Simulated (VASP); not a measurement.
Write the native input for VASP 6.6.1 that does the following.

- Task: single point
- Functional: PBE
- Potentials or basis: VASP PAW PBE potentials, release 64 (Pt, S)
- Cutoff: 520 eV
- k mesh: 12 × 12 × 8
- Occupations: gaussian, width 0.05 eV
- Spin: no spin polarisation
- Dipole correction: no
- Further INCAR settings: ALGO = Normal; EDIFF = 1e-06; NBANDS = 18

The structure of PtS2 lies in POSCAR:

```
PtS2
1.0
    3.5431994758      0.0000000000      0.0000000000
   -1.7715997379      3.0685007567      0.0000000000
    0.0000000000      0.0000000000      5.0388000000
Pt S
1 2
Direct
    0.0000000000      0.0000000000      0.0000000000
    0.3007441284      0.6014882568      0.2500000000
    0.6666666667      0.3333333333      0.7500000000
```

This cell differs from its parent crystal: atom 2 (S) moved by (+0.000, -0.200) A along x and y.

These files were run (other wordings do the same):

INCAR

```
SYSTEM = PtS2
ALGO = Normal
EDIFF = 1E-6
ENCUT = 520
GGA = PE
ISIF = 2
ISMEAR = 0
LASPH = .TRUE.
LCHARG = .FALSE.
LREAL = .FALSE.
LWAVE = .FALSE.
NBANDS = 18
NELM = 80
PREC = Accurate
SIGMA = 0.05
```

KPOINTS

```
k-points
0
G
  12 12 8
  0 0 0
```

Potentials or basis: VASP PAW PBE potentials, release 64 (Pt, S).

Launch:

```bash
$ cat potpaw_PBE.64/Pt/POTCAR potpaw_PBE.64/S/POTCAR > POTCAR
$ mpirun -np 1 vasp_std > vasp.out
```

It gave:

| Property | Result |
| --- | --- |
| Pressure | 3.8 GPa |
| Largest force | 2.094 eV/Å |
| Band gap on the k mesh | 0.42 eV (least direct gap 0.63 eV) |

Caveat: the cell differs from its parent crystal (atom 2 (S) moved by (+0.000, -0.200) A along x and y); the stress differs along the axes, from 1 to 8 GPa; spin-orbit coupling is left out, which moves the levels of the heavy elements; forces of over 1 eV/Å act on the atoms, so gaps and moduli don't describe the material at rest.

Wall time 110 s on 1 thread of Intel(R) Xeon(R) 6975P-C (Granite Rapids), with other jobs on the host, peak memory 0.41 GiB.
